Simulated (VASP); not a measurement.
# AlNi (Pm-3m) in VASP: a series of runs

Runs on AlNi. Level: PBEsol. Tasks: electric field gradients.

All numbers are computed with VASP 6.6.1; they aren't measurements. Logs are shortened: lines on timing, memory, paths and dates and some standing lists are left out, and cuts for length are marked.

## 1. The cell of the first run

Symmetry: Pm-3m, No. 221, cubic system. The conventional cell has a = 2.842 Å, b = 2.842 Å, c = 2.842 Å, α = 90.00°, β = 90.00°, γ = 90.00°. Al (site symmetry m-3m) has 8 Ni at 2.46 Å and 6 Al at 2.84 Å within 3.2 Å. Ni (site symmetry m-3m) has 8 Al at 2.46 Å and 6 Ni at 2.84 Å within 3.2 Å.

## 2. Electric field gradients, PBEsol, collinear spin, ferromagnetic start (volume scaled by 0.96)

Input file INCAR:

```
SYSTEM = AlNi
PREC = Accurate
ENCUT = 520
EDIFF = 1E-8
ISMEAR = -1
SIGMA = 0.05
LREAL = .FALSE.
LASPH = .TRUE.
NELM = 150
ALGO = Normal
ISIF = 2
LWAVE = .FALSE.
LCHARG = .FALSE.
ISPIN = 2
MAGMOM = 0 1.5
LORBIT = 11
LMAXMIX = 4
GGA = PS
LEFG = .TRUE.
NBANDS = 18
```

Input file KPOINTS:

```
regular mesh
0
G
  13 13 13
  0 0 0
```

Input file POSCAR:

```
AlNi
1.0
    2.8420627945      0.0000000000      0.0000000000
    0.0000000000      2.8420627945      0.0000000000
    0.0000000000      0.0000000000      2.8420627945
Al Ni
1 1
Direct
    0.0000000000      0.0000000000      0.0000000000
    0.5000000000      0.5000000000      0.5000000000
```

Potentials or basis: VASP PAW PBE potentials, release 64 (Al, Ni).

On the command line:

```bash
$ cat potpaw_PBE.64/Al/POTCAR potpaw_PBE.64/Ni/POTCAR > POTCAR
$ mpirun -np 1 vasp_std > vasp.out
```

OUTCAR:

```text
SYSTEM = AlNi
   PREC = Accurate
   ENCUT = 520
   EDIFF = 1E-8
   ISMEAR = -1
   LREAL = .FALSE.
   LASPH = .TRUE.
   NELM = 150
   ISIF = 2
   ISPIN = 2
   LORBIT = 11
   GGA = PS

 ion  position               nearest neighbor table
   1  0.000  0.000  0.000-   2 2.46   2 2.46   2 2.46   2 2.46   2 2.46   2 2.46   2 2.46   2 2.46

   2  0.500  0.500  0.500-   1 2.46   1 2.46   1 2.46   1 2.46   1 2.46   1 2.46   1 2.46   1 2.46

  LATTYP: Found a simple cubic cell.
 ALAT       =     2.8420627945

  Lattice vectors:

 A1 = (   2.8420627945,   0.0000000000,   0.0000000000)
 A2 = (   0.0000000000,   2.8420627945,   0.0000000000)
 A3 = (   0.0000000000,   0.0000000000,   2.8420627945)

Analysis of symmetry for initial positions (statically):
=====================================================================
 Subroutine PRICEL returns:
 Original cell was already a primitive cell.

 Routine SETGRP: Setting up the symmetry group for a
 simple cubic supercell.

 Subroutine GETGRP returns: Found 48 space group operations
 (whereof 48 operations were pure point group operations)
 out of a pool of 48 trial point group operations.

The static configuration has the point symmetry O_h .

Analysis of symmetry for dynamics (positions and initial velocities):
=====================================================================
 Subroutine PRICEL returns:
 Original cell was already a primitive cell.

 Routine SETGRP: Setting up the symmetry group for a
 simple cubic supercell.

 Subroutine GETGRP returns: Found 48 space group operations
 (whereof 48 operations were pure point group operations)
 out of a pool of 48 trial point group operations.

The dynamic configuration has the point symmetry O_h .

Analysis of structural, dynamic, and magnetic symmetry:
=====================================================================
 Subroutine PRICEL returns:
 Original cell was already a primitive cell.

 Routine SETGRP: Setting up the symmetry group for a
 simple cubic supercell.

 Subroutine GETGRP returns: Found 48 space group operations
 (whereof 48 operations were pure point group operations)
 out of a pool of 48 trial point group operations.

[... 156 lines left out ...]

 spin component 1

 k-point     1 :       0.0000    0.0000    0.0000
  band No.  band energies     occupation
      1      -0.9885      1.00000
      2       7.0077      1.00000
      3       7.0077      1.00000
      4       8.8185      1.00000
      5       8.8185      1.00000
      6       8.8185      1.00000
[... 493 lines left out ...]
     17      32.9302      0.00000
     18      35.9658      0.00000

 [... further k-points ...]

 spin component 2

 k-point     1 :       0.0000    0.0000    0.0000
  band No.  band energies     occupation
      1      -0.9885      1.00000
      2       7.0077      1.00000
      3       7.0077      1.00000
      4       8.8185      1.00000
      5       8.8185      1.00000
      6       8.8185      1.00000
[... 493 lines left out ...]
     17      32.9302      0.00000
     18      35.9658      0.00000

 [... further k-points ...]
[... 5 lines left out ...]
  --------------------------------------------------------------------------------------
  -------------------------------------------------------------------------------------
  Total        0.5592753      0.5592753      0.5592753      0.0000000      0.0000000     -0.0000000
  in kB       39.0332975     39.0332975     39.0332975      0.0000000      0.0000000     -0.0000000
  external PRESSURE =      39.0332975 kB  Pullay stress =       0.0000000 kB

 VOLUME and BASIS-vectors are now :
 -----------------------------------------------------------------------------
  energy-cutoff  :      520.00
  volume of cell :       22.96
      direct lattice vectors                 reciprocal lattice vectors
     2.842062794  0.000000000  0.000000000     0.351857110  0.000000000  0.000000000
     0.000000000  2.842062794  0.000000000     0.000000000  0.351857110  0.000000000
     0.000000000  0.000000000  2.842062794     0.000000000  0.000000000  0.351857110

 POSITION                                       TOTAL-FORCE (eV/Angst)
 -----------------------------------------------------------------------------------
      0.00000      0.00000      0.00000         0.000000      0.000000      0.000000
      1.42103      1.42103      1.42103         0.000000      0.000000      0.000000
 -----------------------------------------------------------------------------------
    total drift:                                0.000000      0.000000     -0.000000

  FREE ENERGIE OF THE ION-ELECTRON SYSTEM (eV)
  ---------------------------------------------------
  free  energy   TOTEN  =       -11.5873710053 eV

  energy  without entropy=      -11.5829507066  energy(sigma->0) =      -11.58516086

 Electric field gradients (V/A^2)
---------------------------------------------------------------------
 ion       V_xx      V_yy      V_zz      V_xy      V_xz      V_yz
---------------------------------------------------------------------
   1      -0.000    -0.000     0.000    -0.000    -0.000     0.000
   2      -0.000    -0.000     0.000     0.000    -0.000     0.000
---------------------------------------------------------------------

 Electric field gradients after diagonalization (V/A^2)
 (convention: |V_zz| > |V_xx| > |V_yy|)
----------------------------------------------------------------------
 ion       V_xx      V_yy      V_zz     asymmetry (V_yy - V_xx)/ V_zz
----------------------------------------------------------------------
   1      -0.000    -0.000     0.000       0.049
   2      -0.000     0.000    -0.000      -0.952
----------------------------------------------------------------------

           NMR quadrupolar parameters

 Cq : quadrupolar parameter    Cq=e*Q*V_zz/h
 eta: asymmetry parameters     (V_yy - V_xx)/ V_zz
 Q  : nuclear electric quadrupole moment in mb (millibarn)
----------------------------------------------------------------------
 ion       Cq(MHz)       eta       Q (mb)
----------------------------------------------------------------------
   1       0.000       0.049       1.000
   2      -0.000      -0.952       1.000
----------------------------------------------------------------------

 total charge

# of ion       s       p       d       tot
------------------------------------------
    1        0.387   0.431   0.000   0.818
    2        0.497   0.556   8.499   9.552
--------------------------------------------------
tot          0.884   0.987   8.499  10.370

 magnetization (x)

# of ion       s       p       d       tot
------------------------------------------
    1        0.000   0.000   0.000   0.000
    2       -0.000   0.000   0.000   0.000
--------------------------------------------------
tot         -0.000   0.000   0.000   0.000
```

stdout:

```text
POSCAR found type information on POSCAR AlNi
 POSCAR found :  2 types and       2 ions
 scaLAPACK will be used
 -----------------------------------------------------------------------------
|                                                                             |
|                                                                             |
|     You enforced a specific xc type in the INCAR file but a different       |
|     I HOPE YOU KNOW WHAT YOU ARE DOING!                                     |
|                                                                             |
 -----------------------------------------------------------------------------

 LDA part: xc-table for (Slater+PW92), standard interpolation
 POSCAR, INCAR and KPOINTS ok, starting setup
 FFT: planning ... GRIDC
 FFT: planning ... GRID_SOFT
 FFT: planning ... GRID
 WAVECAR not read
 entering main loop
ion   1

ion   2
```

It took 28 s on 1 thread of Intel Xeon Platinum 8559C (Emerald Rapids), shared host; peak memory 0.19 GiB.

Results:

```
Free energy                                           : -11.5874 eV
Pressure                                              : 3.9 GPa
Net moment                                            : 0.00 μB per cell
Valence electrons inside the program's atomic spheres : Al 0.82; Ni 9.55
```

Caveat: the starting moments collapsed, and a magnetic state may lie lower; without QUAD_EFG the Cq values of the log hold for a quadrupole moment of 1 mb, not for the nuclei; the PAW data sets were made with another functional, which shifts forces and pressure a little.

## 3. Electric field gradients, PBEsol, collinear spin, ferromagnetic start (volume scaled by 0.99)

Input file INCAR:

```
SYSTEM = AlNi
PREC = Accurate
ENCUT = 520
EDIFF = 1E-8
ISMEAR = -1
SIGMA = 0.05
LREAL = .False.
LASPH = .True.
NELM = 150
ALGO = Normal
ISIF = 2
LWAVE = .False.
LCHARG = .False.
ISPIN = 2
MAGMOM = 0 1.5
LORBIT = 11
LMAXMIX = 4
GGA = PS
LEFG = .True.
NBANDS = 18
```

Input file KPOINTS:

```
regular mesh
0
Gamma
  13 13 13
  0 0 0
```

Input file POSCAR:

```
AlNi
1.0
    2.8713644765      0.0000000000      0.0000000000
    0.0000000000      2.8713644765      0.0000000000
    0.0000000000      0.0000000000      2.8713644765
Al Ni
1 1
Direct
    0.0000000000      0.0000000000      0.0000000000
    0.5000000000      0.5000000000      0.5000000000
```

Potentials or basis: VASP PAW PBE potentials, release 64 (Al, Ni).

On the command line:

```bash
$ cat potpaw_PBE.64/Al/POTCAR potpaw_PBE.64/Ni/POTCAR > POTCAR
$ mpirun -np 1 vasp_std > vasp.out
```

OUTCAR:

```text
SYSTEM = AlNi
   PREC = Accurate
   ENCUT = 520
   EDIFF = 1E-8
   ISMEAR = -1
   LREAL = .False.
   LASPH = .True.
   NELM = 150
   ISIF = 2
   ISPIN = 2
   LORBIT = 11
   GGA = PS

 ion  position               nearest neighbor table
   1  0.000  0.000  0.000-   2 2.49   2 2.49   2 2.49   2 2.49   2 2.49   2 2.49   2 2.49   2 2.49

   2  0.500  0.500  0.500-   1 2.49   1 2.49   1 2.49   1 2.49   1 2.49   1 2.49   1 2.49   1 2.49

  LATTYP: Found a simple cubic cell.
 ALAT       =     2.8713644765

  Lattice vectors:

 A1 = (   2.8713644765,   0.0000000000,   0.0000000000)
[... 1255 lines left out ...]

 Electric field gradients after diagonalization (V/A^2)
 (convention: |V_zz| > |V_xx| > |V_yy|)
----------------------------------------------------------------------
 ion       V_xx      V_yy      V_zz     asymmetry (V_yy - V_xx)/ V_zz
----------------------------------------------------------------------
   1       0.000     0.000     0.000      -0.230
   2       0.000     0.000     0.000      -0.311
----------------------------------------------------------------------

           NMR quadrupolar parameters

 Cq : quadrupolar parameter    Cq=e*Q*V_zz/h
 eta: asymmetry parameters     (V_yy - V_xx)/ V_zz
 Q  : nuclear electric quadrupole moment in mb (millibarn)
----------------------------------------------------------------------
 ion       Cq(MHz)       eta       Q (mb)
----------------------------------------------------------------------
   1       0.000      -0.230       1.000
   2       0.000      -0.311       1.000
----------------------------------------------------------------------

 total charge

# of ion       s       p       d       tot
------------------------------------------
    1        0.383   0.417   0.000   0.800
    2        0.484   0.529   8.483   9.496
--------------------------------------------------
tot          0.867   0.946   8.483  10.296

 magnetization (x)

# of ion       s       p       d       tot
------------------------------------------
    1        0.000   0.000   0.000   0.000
    2       -0.000   0.000   0.000   0.000
--------------------------------------------------
tot         -0.000   0.000   0.000   0.000
```

Run time: 32 s. Hardware: 1 thread of Intel Xeon Platinum 8559C (Emerald Rapids), shared host; peak memory 0.19 GiB.

What came out:

| Item | Value |
| --- | --- |
| Free energy | -11.5923 eV |
| Pressure | -1.6 GPa |
| Net moment | 0.00 μB per cell |
| Valence electrons inside the program's atomic spheres | Al 0.80; Ni 9.50 |

Caveat: the starting moments collapsed, and a magnetic state may lie lower; without QUAD_EFG the Cq values of the log hold for a quadrupole moment of 1 mb, not for the nuclei; the PAW data sets were made with another functional, which shifts forces and pressure a little.

(Part 1 of 3 ends here.)
